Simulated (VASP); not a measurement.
# Si18C19 (a cell with a defect) in VASP: notebook

The runs below take Si18C19 (a cell with a defect) through single point, with PBE.

Everything below comes from runs of VASP 6.6.1. Logs are shortened: lines on timing, memory, paths and dates and some standing lists are left out, and cuts for length are marked.

## Step 1: The cell of the first run

The cell holds a defect, 37 atoms: a = 7.378 Å, b = 7.378 Å, c = 7.378 Å, α = 77.90°, β = 77.90°, γ = 77.90°.

## Step 2: Single point, PBE (with an interstitial atom, then relaxed in part)

Input file INCAR:

```
PREC = Accurate ; ENCUT = 520
EDIFF = 1E-7 ; ISMEAR = 0
SIGMA = 0.01 ; LREAL = Auto
LASPH = T ; NELM = 100
ALGO = Normal ; ISIF = 2
LWAVE = F ; LCHARG = F
GGA = PE ; NBANDS = 98
```

Input file KPOINTS:

```
Automatic mesh
0
Gamma
  2 2 2
  0.5 0.5 0.5
```

Input file POSCAR:

```
Si18C19
1.0
    0.0000000000      5.3553911397      5.0742922929
   -4.6379047741     -2.6776955698      5.0742922929
    4.6379047741     -2.6776955698      5.0742922929
Si C
18 19
Direct
    0.3934909898      0.7171660120      0.3849434467
    0.7266610633      0.7135358209      0.0517135454
    0.3927635920      0.3851853338      0.7172513392
    0.3897808756      0.0503845054      0.0516786638
    0.7113357116      0.3979002724      0.4120328404
    0.0614297123      0.7164708749      0.7173176156
    0.0723233449      0.3962912509      0.0261610935
    0.7247795204      0.0484434667      0.7105025467
    0.0741456843      0.0348357269      0.4121324521
    0.4492370362      0.7729755797      0.7741513594
    0.7826178012      0.7781041582      0.4382804564
    0.4501739577      0.4366934629      0.1079703583
    0.4543309216      0.1063542666      0.4382367852
    0.7815816129      0.4408949642      0.7748318058
    0.1129426291      0.7739452327      0.1079652639
    0.1111226454      0.4349150696      0.4391074765
    0.7740524384      0.0976999056      0.0745248340
    0.1171089901      0.1053077190      0.7748848035
    0.5195803064      0.8433183113      0.5101315144
    0.8496948135      0.8413105100      0.1740076680
    0.5180581896      0.5096265978      0.8445766705
    0.5176015877      0.1734312526      0.1739543559
    0.8490059928      0.5209244582      0.5165047192
    0.1858996143      0.8417770328      0.8445928196
    0.1837032165      0.5074735475      0.1751473028
    0.8521411919      0.1759240236      0.8187103927
    0.1971130297      0.1727639414      0.5165053286
    0.2405011456      0.5642436175      0.5635484436
    0.5749656980      0.5616153284      0.2346536655
    0.2467457705      0.2311598843      0.8926766504
    0.2379286497      0.8986469247      0.2346608794
    0.5670134650      0.2311858391      0.5704353854
    0.9073552272      0.5705817194      0.8926454979
    0.9014129176      0.2250078787      0.3266351228
    0.5736206668      0.8973616005      0.9001492435
    0.9074713753      0.8906393832      0.5705596705
   -0.0877510647      0.2356975224      0.1396881535
```

Potentials or basis: VASP PAW PBE potentials, release 64 (Si, C).

Run with:

```sh
cat potpaw_PBE.64/Si/POTCAR potpaw_PBE.64/C/POTCAR > POTCAR
mpirun -np 1 vasp_std > vasp.out
```

OUTCAR:

```text
PREC = Accurate
   ENCUT = 520
   EDIFF = 1E-7
   ISMEAR = 0
   LREAL = Auto
   LASPH = T
   NELM = 100
   ISIF = 2
   GGA = PE

 ion  position               nearest neighbor table
   1  0.393  0.717  0.385-  28 1.89  29 1.90  31 1.90  19 1.92   9 2.96   5 2.96   3 3.08   6 3.08
                             2 3.09   4 3.09  10 3.11  12 3.11  15 3.11  11 3.11  13 3.11
   2  0.727  0.714  0.052-  33 1.88  20 1.89  29 1.89  35 1.90  17 2.97  14 3.07   7 3.08  12 3.09
                             1 3.09  10 3.09  15 3.10   6 3.10  11 3.11   4 3.12   8 3.14   5 3.15
   3  0.393  0.385  0.717-  32 1.85  30 1.85  28 1.89  21 1.91   5 2.90   7 2.92   6 3.07   1 3.08
                            18 3.10  10 3.10   8 3.10   4 3.10  14 3.11  13 3.11  12 3.11  16 3.13
   4  0.390  0.050  0.052-  30 1.88  22 1.89  31 1.89  35 1.90  17 2.97  18 3.07   7 3.08  15 3.09
                             1 3.09  10 3.09  12 3.10   3 3.10  13 3.11   2 3.12   8 3.14   9 3.15
   5  0.711  0.398  0.412-  34 1.79  32 1.85  23 1.86  29 1.89  37 2.58   3 2.90  14 2.92   1 2.96
                            11 3.01   8 3.02  16 3.07  13 3.10   2 3.15
   6  0.061  0.716  0.717-  36 1.85  33 1.85  28 1.89  24 1.91   9 2.90   7 2.92   3 3.07   1 3.08
                            14 3.10  10 3.10   8 3.10   2 3.10  18 3.11  11 3.11  15 3.11  16 3.13
   7  0.072  0.396  0.026-  37 1.80  33 1.85  30 1.85  25 1.90  34 2.53   6 2.92   3 2.92  14 3.04
                            18 3.04  15 3.06  12 3.06   2 3.08   4 3.08
   8  0.725  0.048  0.711-  26 1.85  36 1.87  32 1.87  35 1.91  17 2.89   9 3.02   5 3.02  11 3.03
                            13 3.03  10 3.07   6 3.10   3 3.10   2 3.14   4 3.14
   9  0.074  0.035  0.412-  34 1.79  36 1.85  27 1.86  31 1.89  37 2.58   6 2.90  18 2.92   1 2.96
                            13 3.01   8 3.02  16 3.07  11 3.10   4 3.15
  10  0.449  0.773  0.774-  24 1.89  21 1.89  19 1.90  35 1.90   8 3.07  14 3.08  18 3.08   4 3.09
                             2 3.09   3 3.10   6 3.10  11 3.10  13 3.10   1 3.11  12 3.11  15 3.11
  11  0.783  0.778  0.438-  23 1.86  36 1.88  19 1.89  20 1.89   5 3.01   8 3.03  13 3.04  15 3.06
                             9 3.10  10 3.10   6 3.11   2 3.11   1 3.11  16 3.12  14 3.12
  12  0.450  0.437  0.108-  22 1.89  21 1.89  29 1.91  25 1.91   7 3.06  13 3.06  14 3.08  17 3.09
                             2 3.09   4 3.10  10 3.11  16 3.11   3 3.11   1 3.11  15 3.13
  13  0.454  0.106  0.438-  27 1.86  32 1.88  19 1.89  22 1.89   9 3.01   8 3.03  11 3.04  12 3.06
                            10 3.10   5 3.10   3 3.11   4 3.11   1 3.11  16 3.12  18 3.13
  14  0.782  0.441  0.775-  23 1.87  26 1.89  21 1.89  33 1.89   5 2.92  17 2.99   7 3.04   2 3.07
                            10 3.08  12 3.08  16 3.09   6 3.10   3 3.11  18 3.11  11 3.12
  15  0.113  0.774  0.108-  20 1.89  24 1.89  31 1.91  25 1.91   7 3.06  11 3.06  18 3.08  17 3.09
                             4 3.09   2 3.10  10 3.11  16 3.11   6 3.11   1 3.11  12 3.13
  16  0.111  0.435  0.439-  25 1.90  23 1.91  27 1.91  28 1.94   5 3.07   9 3.07  14 3.09  18 3.09
                            15 3.11  12 3.11  11 3.12  13 3.12   6 3.13   3 3.13
  17  0.774  0.098  0.075-  37 1.78  26 1.86  20 1.89  22 1.89   8 2.89   2 2.97   4 2.97  18 2.99
                            14 2.99  15 3.09  12 3.09
  18  0.117  0.105  0.775-  27 1.87  26 1.89  24 1.89  30 1.89   9 2.92  17 2.99   7 3.04   4 3.07
                            10 3.08  15 3.08  16 3.09   3 3.10   6 3.11  14 3.11  13 3.13
  19  0.520  0.843  0.510-  11 1.89  13 1.89  10 1.90   1 1.92
  20  0.850  0.841  0.174-  15 1.89  11 1.89  17 1.89   2 1.89
  21  0.518  0.510  0.845-  10 1.89  14 1.89  12 1.89   3 1.91
  22  0.518  0.173  0.174-  12 1.89  13 1.89  17 1.89   4 1.89
  23  0.849  0.521  0.517-  11 1.86   5 1.86  14 1.87  16 1.91
  24  0.186  0.842  0.845-  10 1.89  18 1.89  15 1.89   6 1.91
[... 10 lines left out ...]
  35  0.574  0.897  0.900-   4 1.90   2 1.90  10 1.90   8 1.91
  36  0.907  0.891  0.571-   6 1.85   9 1.85   8 1.87  11 1.88
  37  0.912  0.236  0.140-  34 1.35  17 1.78   7 1.80   9 2.58   5 2.58

  LATTYP: Found a trigonal (rhomboedric) cell.
 ALAT       =     7.3775779584
 COS(alpha) =     0.2096016303

  Lattice vectors:

 A1 = (   0.0000000000,   5.3553911397,   5.0742922929)
 A2 = (  -4.6379047741,  -2.6776955698,   5.0742922929)
 A3 = (   4.6379047741,  -2.6776955698,   5.0742922929)

Analysis of symmetry for initial positions (statically):
=====================================================================
 Subroutine PRICEL returns:
 Original cell was already a primitive cell.

 Routine SETGRP: Setting up the symmetry group for a
 trigonal (rhombohedral) supercell.

 Subroutine GETGRP returns: Found  1 space group operations
 (whereof  1 operations were pure point group operations)
 out of a pool of 12 trial point group operations.

The static configuration has the point symmetry C_1 .

Analysis of symmetry for dynamics (positions and initial velocities):
=====================================================================
 Subroutine PRICEL returns:
 Original cell was already a primitive cell.

 Routine SETGRP: Setting up the symmetry group for a
 trigonal (rhombohedral) supercell.

 Subroutine GETGRP returns: Found  1 space group operations
[... 119 lines left out ...]

  Shift w.r.t. Gamma in fractional coordinates (k-lattice)
     0.500000000  0.500000000  0.500000000

 Subroutine IBZKPT returns following result:
 ===========================================

 Found      4 irreducible k-points:

 Following reciprocal coordinates:
            Coordinates               Weight
  0.250000  0.250000  0.250000      2.000000
 -0.250000  0.250000  0.250000      2.000000
  0.250000 -0.250000  0.250000      2.000000
  0.250000  0.250000 -0.250000      2.000000
   k-points           NKPTS =      4   k-points in BZ     NKDIM =      4   number of bands    NBANDS=     98
   number of dos      NEDOS =    301   number of ions     NIONS =     37
   total plane-waves  NPLWV = 175616
   dimension x,y,z NGX =    56 NGY =   56 NGZ =   56
   dimension x,y,z NGXF=   112 NGYF=  112 NGZF=  112
   ions per type =              18  19
   NGX,Y,Z   is equivalent  to a cutoff of  12.62, 12.62, 12.62 a.u.
   NGXF,Y,Z  is equivalent  to a cutoff of  25.24, 25.24, 25.24 a.u.
 SYSTEM =  unknown system
   PREC   = accura    normal or accurate (medium, high low for compatibility)
   ISTART =      0    job   : 0-new  1-cont  2-samecut
   ICHARG =      2    charge: 1-file 2-atom 10-const
   ISPIN  =      1    spin polarized calculation?
   LNONCOLLINEAR =      F non collinear calculations
   LSORBIT =      F    spin-orbit coupling
   LASPH  =      T    aspherical Exc in radial PAW
   ENCUT  =  520.0 eV  38.22 Ry    6.18 a.u.  13.72 13.72 13.72*2*pi/ulx,y,z
   NELM   =    100;   NELMIN=  2; NELMDL= -5     # of ELM steps
   EDIFF  = 0.1E-06   stopping-criterion for ELM
   LREAL  =      T    real-space projection
   EDIFFG = 0.1E-05   stopping-criterion for IOM
   NSW    =      0    number of steps for IOM
   IBRION =     -1    ionic relax: 0-MD 1-quasi-New 2-CG
   NFREE  =      0    steps in history (QN), initial steepest desc. (CG)
   ISIF   =      2    stress and relaxation
   ISYM   =      2    0-nonsym 1-usesym 2-fastsym
   POTIM  = 0.5000    time-step for ionic-motion
   TEBEG  =    0.0;   TEEND  =   0.0 temperature during run
   PSTRESS=    0.0 pullay stress
   NELECT =     148.0000    total number of electrons
   NUPDOWN=      -1.0000    fix difference up-down
   EMIN   =  10.00;   EMAX   =-10.00  energy-range for DOS
   EFERMI =   0.00;   METHOD = LEGACY
   ISMEAR =     0;   SIGMA  =   0.01  broadening in eV -4-tet -1-fermi 0-gaus
   EFERMI_NEDOS =   21; number of points for ismear=-14 and -15
   IALGO  =     38    algorithm
   IMIX   =      4    mixing-type and parameters
     AMIX     =   0.40;   BMIX     =  1.00
     AMIX_MAG =   1.60;   BMIX_MAG =  1.00
  volume/ion in A,a.u.               =      10.22        68.96
  Fermi-wavevector in a.u.,A,eV,Ry     =   1.197546  2.263034 19.512334  1.434116
  Thomas-Fermi vector in A             =   2.333458
   LORBIT       =      0    0 simple, 1 ext, 2 COOP (PROOUT), +10 PAW based schemes
   GGA     = PE    functional components
   LHFCALC =     F    Hartree Fock is set to
   AEXX    =    0.0000 exact exchange contribution
   IVDW    =     0    specifies the selected vdW correction
   LEPSILON=     F    determine dielectric tensor
   LRPA    =     F    only Hartree local field effects (RPA)
 non-spin polarized calculation
 Gauss-broadening in eV      SIGMA  =   0.01
  energy-cutoff  :      520.00
  volume of cell :      378.10
 maximum number of plane-waves:     10189
 NGX is ok and might be reduce to    54
   NGX = 27   NGY = 27   NGZ = 27

 number of electron     147.9999999 magnetization

 Free energy of the ion-electron system (eV)
  ---------------------------------------------------
  ext. energy  EPLUGINS =         0.00000000
  ---------------------------------------------------
  free energy    TOTEN  =      -273.57006307 eV

  energy without entropy =     -273.57006307  energy(sigma->0) =     -273.57006307

 E-fermi :   9.7543     XC(G=0): -11.3759

 val. band max:        9.6725732225   @ k =   0.2500   0.2500   0.2500
 cond. band min:      10.0382271834   @ k =   0.2500   0.2500  -0.2500
 fundamental gap:      0.3656539609
 Fermi energy:         9.7542507125

 k-point     1 :       0.2500    0.2500    0.2500
  band No.  band energies     occupation
      1      -7.3705      2.00000
      2      -6.3350      2.00000
      3      -5.5761      2.00000
      4      -5.5509      2.00000
      5      -5.1326      2.00000
      6      -4.8627      2.00000
[... 345 lines left out ...]
     85      13.1456      0.00000
     86      13.3012      0.00000
 [bands above 86 left out]

------------------------ aborting loop because EDIFF is reached ----------------------------------------

  FORCE on cell =-STRESS in cart. coord.  units (eV):
  Direction    XX          YY          ZZ          XY          YZ          ZX
  --------------------------------------------------------------------------------------
  -------------------------------------------------------------------------------------
  Total       20.7519774     13.7822895     17.4355168     -6.0006904     -3.0333250      5.2587817
  in kB       87.9347049     58.4012565     73.8814907    -25.4274051    -12.8534516     22.2836313
  external PRESSURE =      73.4058174 kB  Pullay stress =       0.0000000 kB

 VOLUME and BASIS-vectors are now :
 -----------------------------------------------------------------------------
  energy-cutoff  :      520.00
  volume of cell :      378.10
      direct lattice vectors                 reciprocal lattice vectors
     0.000000000  5.355391140  5.074292293     0.000000000  0.124485150  0.065690606
    -4.637904774 -2.677695570  5.074292293    -0.107807302 -0.062242575  0.065690606
     4.637904774 -2.677695570  5.074292293     0.107807302 -0.062242575  0.065690606

 POSITION                                       TOTAL-FORCE (eV/Angst)
 -----------------------------------------------------------------------------------
     -1.54082     -0.84382      7.58911        -0.001063      0.000345     -0.002148
     -3.06947      1.84245      7.57039        -0.000274     -0.002707     -0.005601
      1.54009     -0.84859      7.58708         0.009213      0.002867     -0.005124
      0.00600      1.81413      2.49576        -0.005519     -0.007289      0.004636
      0.06555      1.64073      7.71936         0.007425      0.006116     -0.013965
      0.00393     -3.51027      7.58717        -0.000668      0.008720      0.001908
[... 29 lines left out ...]
     -1.48450      0.94722     12.01933        -0.008780     -0.003495      0.002888
     -0.44528      3.88028      6.53383        -0.039753      0.014712     -0.058664
 -----------------------------------------------------------------------------------
    total drift:                                0.007185     -0.009764     -0.011757

  FREE ENERGIE OF THE ION-ELECTRON SYSTEM (eV)
  ---------------------------------------------------
  free  energy   TOTEN  =      -273.5700630681 eV

  energy  without entropy=     -273.5700630681  energy(sigma->0) =     -273.57006307
```

Wall time 7.1 min (1 thread of Intel Xeon 8259CL, shared host); peak memory 0.44 GiB.

What came out:

- Free energy: -273.5701 eV
- Pressure: 7.3 GPa
- Largest force: 0.072 eV/Å
- Band gap on the k mesh: zero (bands 74 and 75 overlap by 0.37 eV)

Forces on the atoms (eV/Å):
```
Si  -0.001  0.000 -0.002
Si   0.000 -0.003 -0.006
Si   0.009  0.003 -0.005
Si  -0.006 -0.007  0.005
Si   0.007  0.006 -0.014
Si  -0.001  0.009  0.002
Si   0.015  0.020  0.001
Si  -0.005 -0.013 -0.004
Si  -0.020 -0.005  0.009
Si   0.001  0.001  0.002
Si   0.000 -0.006  0.001
Si   0.000  0.002 -0.002
Si  -0.001  0.001  0.006
Si  -0.003 -0.004 -0.002
Si   0.003  0.005  0.005
Si   0.000  0.008  0.003
Si   0.004 -0.014  0.021
Si  -0.009  0.008  0.003
C    0.002  0.000  0.000
C   -0.001  0.001 -0.001
C   -0.006  0.003  0.000
C    0.001  0.003  0.003
C    0.009  0.008 -0.004
C    0.000 -0.002 -0.007
C    0.003 -0.008 -0.006
C    0.007 -0.002  0.015
C    0.002 -0.001 -0.001
C    0.000 -0.003  0.003
C   -0.001  0.001 -0.002
C   -0.006  0.006  0.005
C   -0.001 -0.003 -0.006
C    0.001  0.002  0.008
C    0.000 -0.001 -0.001
C    0.042 -0.026  0.034
C    0.004  0.001 -0.008
C   -0.009 -0.003  0.003
C   -0.040  0.015 -0.059
```

Caveat: the k points lie up to 0.44 Å⁻¹ apart; the cell differs from its parent crystal (with an interstitial atom, then relaxed in part).

## Step 3: Single point, PBE (with an interstitial atom, then relaxed in part)

Input file INCAR:

```
ALGO = Normal ; EDIFF = 1E-6
ENCUT = 520 ; GGA = PE
ISIF = 2 ; ISMEAR = 0
LASPH = True ; LCHARG = True
LELF = True ; LREAL = Auto
LVHAR = True ; LWAVE = False
NBANDS = 98 ; NELECT = 146.0
NELM = 100 ; PREC = Accurate
SIGMA = 0.01
```

KPOINTS is that of step 2.

Input file POSCAR:

```
Si18C19
1.0
    0.0000000000      5.3553911397      5.0742922929
   -4.6379047741     -2.6776955698      5.0742922929
    4.6379047741     -2.6776955698      5.0742922929
Si C
18 19
Direct
    0.3944488938      0.7177981700      0.3846747780
    0.7263502289      0.7148588228      0.0510029917
    0.3919716857      0.3850632294      0.7186747915
    0.3914720686      0.0497199569      0.0510301103
    0.7014909858      0.4057458748      0.4145849976
    0.0617027145      0.7153439339      0.7186921913
    0.0784384484      0.4018236874      0.0252106516
    0.7241957767      0.0475661827      0.7124554592
    0.0823766721      0.0248258946      0.4146326382
    0.4496120395      0.7729735901      0.7729909689
    0.7822873128      0.7770902443      0.4368539205
    0.4505209293      0.4390269078      0.1058685522
    0.4537479754      0.1056606562      0.4368318158
    0.7812304625      0.4400794249      0.7727122370
    0.1156681816      0.7738997415      0.1058769745
    0.1163373496      0.4396982572      0.4393680714
    0.7671921598      0.0905728925      0.0740824840
    0.1167184699      0.1045760403      0.7727440529
    0.5201968528      0.8435666297      0.5091285596
    0.8528264772      0.8417898022      0.1731173801
    0.5189371488      0.5094475881      0.8429770466
    0.5184181085      0.1761934963      0.1731305718
    0.8527786076      0.5173560396      0.5124321928
    0.1860908042      0.8422926158      0.8430127892
    0.1857790717      0.5091629790      0.1753330611
    0.8521385798      0.1755042779      0.8240699855
    0.1940107928      0.1761354942      0.5124457503
    0.2414468944      0.5647980951      0.5645674552
    0.5747572717      0.5635283258      0.2330138702
    0.2431744941      0.2293122417      0.8957286974
    0.2401523462      0.8981229744      0.2330352692
    0.5679194559      0.2301226565      0.5690271364
    0.9059453257      0.5665512081      0.8957042182
    0.8991239500      0.2224133433      0.3302113424
    0.5742599379      0.8976348879      0.8998947954
    0.9067440592      0.8912616519      0.5690556650
   -0.0886913547      0.2348176443      0.1540454667
```

Potentials or basis: VASP PAW PBE potentials, release 64 (Si, C).

Run with:

```sh
cat potpaw_PBE.64/Si/POTCAR potpaw_PBE.64/C/POTCAR > POTCAR
mpirun -np 1 vasp_std > vasp.out
```

Wall time 7.1 min (1 thread of Intel Xeon 8259CL, shared host); peak memory 0.44 GiB.

Results (log left out):

* Free energy: -292.4503 eV
* Largest force: 0.106 eV/Å

Forces on the atoms (eV/Å):
```
Si  -0.001  0.000  0.003
Si   0.010  0.002 -0.007
Si   0.003  0.008 -0.006
Si   0.001 -0.009 -0.005
Si   0.007  0.011 -0.007
Si  -0.005 -0.003 -0.005
Si  -0.001 -0.002 -0.011
Si  -0.007  0.003  0.000
Si  -0.007 -0.009 -0.006
Si  -0.003  0.000 -0.003
Si  -0.003 -0.002  0.008
Si   0.002  0.002  0.003
Si   0.004  0.000  0.008
Si   0.004  0.002  0.004
Si   0.002 -0.003  0.004
Si   0.001 -0.001  0.005
Si  -0.004  0.002  0.019
Si  -0.005 -0.004  0.001
C    0.007 -0.003 -0.005
C    0.009  0.000  0.006
C   -0.006 -0.001 -0.004
C    0.000 -0.004  0.006
C   -0.003  0.009  0.000
C    0.000  0.010 -0.010
C    0.006  0.002 -0.001
C   -0.013  0.008  0.011
C   -0.002 -0.001  0.001
C   -0.002 -0.003 -0.005
C   -0.002 -0.004 -0.005
C   -0.008 -0.001  0.001
C    0.003  0.000 -0.004
C    0.001  0.003  0.003
C   -0.001  0.001  0.002
C    0.071 -0.048  0.062
C    0.001 -0.005 -0.008
C    0.001  0.001  0.004
C   -0.061  0.041 -0.059
```

Levels at points of the mesh, in eV from the Fermi level:
```
           k point  band 69  band 70  band 71  band 72  band 73  band 74  band 75  band 76  band 77  band 78
(0.25, 0.25, 0.25)    -0.84    -0.79    -0.71    -0.06    -0.05     1.23     1.44     3.24     3.43     3.51
```

Caveat: the cell carries a net charge on a neutralising background, which shifts energy and pressure; the cell differs from its parent crystal (with an interstitial atom, then relaxed in part); the cell is charged against a uniform background, so pressure and absolute levels hang on convention.
